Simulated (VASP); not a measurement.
# CaB2 (P6/mmm) in VASP: notebook

The runs below take CaB2 through single point, with PBE-based screened hybrid with 10 % exact exchange, PBE-based screened hybrid with 25 % exact exchange, PBE-based screened hybrid with 35 % exact exchange, PBE.

Program: VASP 6.6.1. These are calculated values, not measurements. Logs are shortened: lines on timing, memory, paths and dates and some standing lists are left out, and cuts for length are marked.

### 1 The cell of the first run

It takes space group P6/mmm (No. 191, hexagonal). Conventional cell: a = 3.226 Å, b = 3.226 Å, c = 4.067 Å, α = 90.00°, β = 90.00°, γ = 120.00°. Ca (site symmetry 6/mmm) has 12 B at 2.76 Å and 6 Ca at 3.23 Å within 3.6 Å. B (site symmetry -6m2) has 3 B at 1.86 Å within 2.5 Å.

### 2 Single point, PBE-based screened hybrid with 10 % exact exchange

File POSCAR:

```
CaB2
1.0
    3.2264302843      0.0000000000      0.0000000000
   -1.6132151421      2.7941705897      0.0000000000
    0.0000000000      0.0000000000      4.0673920000
Ca B
1 2
Direct
    0.0000000000      0.0000000000      0.0000000000
    0.6666666667      0.3333333333      0.5000000000
    0.3333333333      0.6666666667      0.5000000000
```

File INCAR.step1:

```
SYSTEM = CaB2
ALGO     = Normal         ! electronic algorithm
EDIFF    = 1E-5           ! SCF threshold, eV
ENCUT    = 520            ! plane-wave cutoff, eV
GGA      = PE             ! functional
ISIF     = 2              ! what is computed and relaxed
ISMEAR   = -1             ! smearing method
LASPH    = .True.         ! aspherical terms in the spheres
LCHARG   = .False.        ! write CHGCAR
LREAL    = .False.        ! projectors in reciprocal space
LWAVE    = .True.         ! write WAVECAR
NBANDS   = 15             ! bands
NELM     = 80             ! most SCF steps
PREC     = Accurate       ! precision mode
SIGMA    = 0.05           ! smearing width, eV
```

File INCAR.step2:

```
SYSTEM = CaB2
AEXX     = 0.1            ! exact-exchange fraction
ALGO     = Normal         ! electronic algorithm
EDIFF    = 1E-6           ! SCF threshold, eV
ENCUT    = 520            ! plane-wave cutoff, eV
GGA      = PE             ! functional
HFSCREEN = 0.2078699      ! screening, 1/A
ISIF     = 2              ! what is computed and relaxed
ISMEAR   = -1             ! smearing method
ISTART   = 1            
LASPH    = .True.         ! aspherical terms in the spheres
LCHARG   = .False.        ! write CHGCAR
LHFCALC  = .True.         ! exact exchange
LREAL    = .False.        ! projectors in reciprocal space
LWAVE    = .False.        ! write WAVECAR
NBANDS   = 15             ! bands
NELM     = 80             ! most SCF steps
PREC     = Accurate       ! precision mode
PRECFOCK = Normal       
SIGMA    = 0.05           ! smearing width, eV
```

File KPOINTS:

```
k-points
0
Gamma
  5 5 4
  0 0 0
```

Potentials or basis: VASP PAW PBE potentials, release 64 (Ca_sv, B).

The run is started by

```console
$ cat potpaw_PBE.64/Ca_sv/POTCAR potpaw_PBE.64/B/POTCAR > POTCAR
$ cp INCAR.step1 INCAR
$ mpirun -np 1 vasp_std > vasp.out
$ cp INCAR.step2 INCAR
$ mpirun -np 1 vasp_std > vasp.out
```

OUTCAR:

```text
SYSTEM = CaB2
   AEXX = 0.1
   EDIFF = 1E-6
   ENCUT = 520
   GGA = PE
   HFSCREEN = 0.2078699
   ISIF = 2
   ISMEAR = -1
   ISTART = 1
   LASPH = .True.
   LHFCALC = .True.
   LREAL = .False.
   NELM = 80
   PREC = Accurate
   PRECFOCK = Normal

 ion  position               nearest neighbor table
   1  0.000  0.000  0.000-
   2  0.667  0.333  0.500-   3 1.86   3 1.86   3 1.86
   3  0.333  0.667  0.500-   2 1.86   2 1.86   2 1.86

  LATTYP: Found a hexagonal cell.
 ALAT       =     3.2264302843
 C/A-ratio  =     1.2606477257

  Lattice vectors:

 A1 = (   3.2264302843,   0.0000000000,   0.0000000000)
 A2 = (  -1.6132151421,   2.7941705897,   0.0000000000)
 A3 = (   0.0000000000,   0.0000000000,   4.0673920000)

Analysis of symmetry for initial positions (statically):
=====================================================================
 Subroutine PRICEL returns:
 Original cell was already a primitive cell.

 Routine SETGRP: Setting up the symmetry group for a
 hexagonal supercell.

 Subroutine GETGRP returns: Found 24 space group operations
 (whereof 24 operations were pure point group operations)
 out of a pool of 24 trial point group operations.

The static configuration has the point symmetry D_6h.

Analysis of symmetry for dynamics (positions and initial velocities):
=====================================================================
 Subroutine PRICEL returns:
 Original cell was already a primitive cell.

 Routine SETGRP: Setting up the symmetry group for a
 hexagonal supercell.

 Subroutine GETGRP returns: Found 24 space group operations
 (whereof 24 operations were pure point group operations)
 out of a pool of 24 trial point group operations.

The dynamic configuration has the point symmetry D_6h.

 Subroutine INISYM returns: Found 24 space group operations
 (whereof 24 operations are pure point group operations),
 and found     1 'primitive' translations

----------------------------------------------------------------------------------------

                                     Primitive cell

  volume of cell :      36.6683

  direct lattice vectors                    reciprocal lattice vectors
     3.226430284  0.000000000  0.000000000     0.309940061  0.178943978  0.000000000
    -1.613215142  2.794170590  0.000000000     0.000000000  0.357887956  0.000000000
     0.000000000  0.000000000  4.067392000     0.000000000  0.000000000  0.245857788

  length of vectors
     3.226430284  3.226430284  4.067392000     0.357887956  0.357887956  0.245857788

  position of ions in fractional coordinates (direct lattice)
     0.000000000  0.000000000  0.000000000
     0.666666667  0.333333333  0.500000000
     0.333333333  0.666666667  0.500000000

  ion indices of the primitive-cell ions
   primitive index   ion index
                 1           1
                 2           2
                 3           3

----------------------------------------------------------------------------------------

 KPOINTS: k-points

Automatic generation of k-mesh.
 Grid dimensions read from file:
 generate k-points for:    5    5    4

 Generating k-lattice:

  Cartesian coordinates                     Fractional coordinates (reciprocal lattice)
     0.061988012  0.035788796  0.000000000     0.200000000  0.000000000  0.000000000
     0.000000000  0.071577591  0.000000000     0.000000000  0.200000000  0.000000000
     0.000000000  0.000000000  0.061464447     0.000000000  0.000000000  0.250000000

  Length of vectors
     0.071577591  0.071577591  0.061464447

  Shift w.r.t. Gamma in fractional coordinates (k-lattice)
     0.000000000  0.000000000  0.000000000

 Subroutine IBZKPT returns following result:
 ===========================================

 Found     15 irreducible k-points:

 Following reciprocal coordinates:
            Coordinates               Weight
  0.000000  0.000000  0.000000      1.000000
  0.200000 -0.000000  0.000000      6.000000
  0.400000  0.000000  0.000000      6.000000
  0.200000  0.200000  0.000000      6.000000
  0.400000  0.200000  0.000000      6.000000
  0.000000  0.000000  0.250000      2.000000
  0.200000 -0.000000  0.250000     12.000000
  0.400000  0.000000  0.250000     12.000000
  0.200000  0.200000  0.250000     12.000000
  0.400000  0.200000  0.250000     12.000000
  0.000000  0.000000  0.500000      1.000000
  0.200000 -0.000000  0.500000      6.000000
  0.400000  0.000000  0.500000      6.000000
  0.200000  0.200000  0.500000      6.000000
  0.400000  0.200000  0.500000      6.000000
   k-points           NKPTS =     15   k-points in BZ     NKDIM =    100   number of bands    NBANDS=     15
   number of dos      NEDOS =    301   number of ions     NIONS =      3
   total plane-waves  NPLWV =  17280
   dimension x,y,z NGX =    24 NGY =   24 NGZ =   30
   dimension x,y,z NGXF=    48 NGYF=   48 NGZF=   60
   ions per type =               1   2
   NGX,Y,Z   is equivalent  to a cutoff of  12.37, 12.37, 12.26 a.u.
   NGXF,Y,Z  is equivalent  to a cutoff of  24.73, 24.73, 24.52 a.u.
 SYSTEM =  CaB2
   PREC   = accura    normal or accurate (medium, high low for compatibility)
   ISTART =      1    job   : 0-new  1-cont  2-samecut
   ICHARG =      0    charge: 1-file 2-atom 10-const
   ISPIN  =      1    spin polarized calculation?
   LNONCOLLINEAR =      F non collinear calculations
   LSORBIT =      F    spin-orbit coupling
   LASPH  =      T    aspherical Exc in radial PAW
   ENCUT  =  520.0 eV  38.22 Ry    6.18 a.u.   6.00  6.00  7.56*2*pi/ulx,y,z
   NELM   =     80;   NELMIN=  2; NELMDL=  0     # of ELM steps
   EDIFF  = 0.1E-05   stopping-criterion for ELM
   LREAL  =      F    real-space projection
   EDIFFG = 0.1E-04   stopping-criterion for IOM
   NSW    =      0    number of steps for IOM
   IBRION =     -1    ionic relax: 0-MD 1-quasi-New 2-CG
   NFREE  =      0    steps in history (QN), initial steepest desc. (CG)
   ISIF   =      2    stress and relaxation
   ISYM   =      3    0-nonsym 1-usesym 2-fastsym
   POTIM  = 0.5000    time-step for ionic-motion
   TEBEG  =    0.0;   TEEND  =   0.0 temperature during run
   PSTRESS=    0.0 pullay stress
   NELECT =      16.0000    total number of electrons
   NUPDOWN=      -1.0000    fix difference up-down
   EMIN   =  10.00;   EMAX   =-10.00  energy-range for DOS
   EFERMI =   0.00;   METHOD = LEGACY
   ISMEAR =    -1;   SIGMA  =   0.05  broadening in eV -4-tet -1-fermi 0-gaus
   EFERMI_NEDOS =   21; number of points for ismear=-14 and -15
   IALGO  =     38    algorithm
   IMIX   =      1    mixing-type and parameters
     AMIX     =   0.40;   BMIX     =  1.00
     AMIX_MAG =   1.60;   BMIX_MAG =  1.00
  volume/ion in A,a.u.               =      12.22        82.48
  Fermi-wavevector in a.u.,A,eV,Ry     =   1.241703  2.346479 20.977823  1.541826
  Thomas-Fermi vector in A             =   2.376089
   LORBIT       =      0    0 simple, 1 ext, 2 COOP (PROOUT), +10 PAW based schemes
   GGA     = PE    functional components
   LHFCALC =     T    Hartree Fock is set to
   PRECFOCK=normal    Normal, Fast or Accurate (Low or Medium for compatibility)
   ENCUT4O =  -1.0   cutoff for four orbital integrals eV
   NKREDX  =     1    reduce k-point grid by
   NKREDY  =     1    reduce k-point grid by
   NKREDZ  =     1    reduce k-point grid by
   AEXX    =    0.1000 exact exchange contribution
   HFSCREEN=    0.2079 screening length (either q_TF or 0.3 A-1)
   HFSCREENC=   0.2079 screening length for correlation (either q_TF or 0.3 A-1)
   ENCUTFOCK=  -1.0 apply spherical cutoff to Coloumb kernel
   IVDW    =     0    specifies the selected vdW correction
   LEPSILON=     F    determine dielectric tensor
   LRPA    =     F    only Hartree local field effects (RPA)
 non-spin polarized calculation
  energy-cutoff  :      520.00
  volume of cell :       36.67
 maximum number of plane-waves:      1000
 NGX is ok and might be reduce to    24
  NGX = 18; NGY = 18; NGZ = 24

 number of electron      16.0000004 magnetization

 Free energy of the ion-electron system (eV)
  ---------------------------------------------------
  ext. energy  EPLUGINS =         0.00000000
  ---------------------------------------------------
  free energy    TOTEN  =       -16.20597118 eV

  energy without entropy =      -16.19963829  energy(sigma->0) =      -16.20280473

 E-fermi :   4.7683     XC(G=0): -10.0471

 val. band max:        4.3171878727   @ k =   0.2000  -0.0000   0.0000
 cond. band min:       4.8587574529   @ k =   0.4000   0.0000   0.5000
 fundamental gap:      0.5415695802
 Fermi energy:         4.7683068928

 k-point     1 :       0.0000    0.0000    0.0000
  band No.  band energies     occupation
      1     -36.5623      2.00000
      2     -16.9653      2.00000
      3     -16.7667      2.00000
      4     -16.7667      2.00000
      5      -6.3978      2.00000
      6       2.6575      2.00000
      7       4.9971      0.02039
      8       4.9971      0.02039
      9       5.1814      0.00052
     10      10.4549      0.00000
     11      10.4549      0.00000
     12      11.3272      0.00000
     13      11.3272      0.00000
     14      11.8698      0.00000
     15      12.0265      0.00000

 k-point     2 :       0.2000   -0.0000    0.0000
  band No.  band energies     occupation
      1     -36.5233      2.00000
      2     -17.0484      2.00000
      3     -16.9080      2.00000
      4     -16.8261      2.00000
      5      -5.6896      2.00000
      6       2.6705      2.00000
      7       2.7411      2.00000
      8       4.3172      1.99976
      9       5.9295      0.00000
     10       9.1295      0.00000
     11      10.6517      0.00000
     12      10.6927      0.00000
     13      10.9323      0.00000
     14      11.8334      0.00000
     15      12.9791      0.00000
[... 203 lines left out ...]
      3     -16.9668      2.00000
      4     -16.9410      2.00000
      5      -4.0364      2.00000
      6       0.7362      2.00000
      7       2.0874      2.00000
      8       2.3281      2.00000
      9       5.6073      0.00000
     10       9.9779      0.00000
     11      11.2981      0.00000
     12      11.4889      0.00000
     13      11.5116      0.00000
     14      13.4034      0.00000
     15      14.2031      0.00000

 k-point    15 :       0.4000    0.2000    0.5000
  band No.  band energies     occupation
      1     -36.4356      2.00000
      2     -17.4259      2.00000
      3     -17.0965      2.00000
      4     -16.8772      2.00000
      5      -2.7374      2.00000
      6      -1.3111      2.00000
      7       1.5293      2.00000
      8       3.9588      2.00000
      9       4.2113      1.99997
     10      10.6834      0.00000
     11      11.5771      0.00000
     12      12.0093      0.00000
     13      12.2801      0.00000
     14      12.8939      0.00000
     15      13.1457      0.00000

------------------------ aborting loop because EDIFF is reached ----------------------------------------

  FORCE on cell =-STRESS in cart. coord.  units (eV):
  Direction    XX          YY          ZZ          XY          YZ          ZX
  --------------------------------------------------------------------------------------
  -------------------------------------------------------------------------------------
  Total       -0.0172805     -0.0172805     -0.1058447     -0.0000000     -0.0000000      0.0000000
  in kB       -0.7550510     -0.7550510     -4.6247542     -0.0000000     -0.0000000      0.0000000
  external PRESSURE =      -2.0449520 kB  Pullay stress =       0.0000000 kB

 VOLUME and BASIS-vectors are now :
 -----------------------------------------------------------------------------
  energy-cutoff  :      520.00
  volume of cell :       36.67
      direct lattice vectors                 reciprocal lattice vectors
     3.226430284  0.000000000  0.000000000     0.309940061  0.178943978  0.000000000
    -1.613215142  2.794170590  0.000000000     0.000000000  0.357887956  0.000000000
     0.000000000  0.000000000  4.067392000     0.000000000  0.000000000  0.245857788

 POSITION                                       TOTAL-FORCE (eV/Angst)
 -----------------------------------------------------------------------------------
      0.00000      0.00000      0.00000         0.000000     -0.000000     -0.000000
      1.61322      0.93139      2.03370        -0.000000      0.000000     -0.000000
     -0.00000      1.86278      2.03370         0.000000     -0.000000      0.000000
 -----------------------------------------------------------------------------------
    total drift:                               -0.000000     -0.000000      0.000000

  FREE ENERGIE OF THE ION-ELECTRON SYSTEM (eV)
  ---------------------------------------------------
  free  energy   TOTEN  =       -16.2059711799 eV

  energy  without entropy=      -16.1996382860  energy(sigma->0) =      -16.20280473
```

Wall time 8.7 min (1 thread of AMD EPYC 7R43 (Zen 3), shared host); peak memory 0.23 GiB.

What came out:

```
Free energy            : -16.2060 eV
Pressure               : -0.2 GPa
Band gap on the k mesh : zero (bands 8 and 9 overlap by 1.37 eV)
```

Levels at points of the mesh, in eV from the Fermi level:
| k point | band 5 | band 6 | band 7 | band 8 | band 9 | band 10 | band 11 | band 12 |
| --- | --- | --- | --- | --- | --- | --- | --- | --- |
| (0.00, 0.00, 0.00) | -11.17 | -2.11 | 0.23 | 0.23 | 0.41 | 5.69 | 5.69 | 6.56 |
| (0.00, 0.00, 0.50) | -10.09 | -5.16 | 0.82 | 0.82 | 3.63 | 4.32 | 4.32 | 4.44 |

Caveat: the k points lie up to 0.45 Å⁻¹ apart, too coarse for converged energies and pressures of a metal; the PAW data sets were made with another functional, which shifts forces and pressure a little.

[end of part 1 of 2]
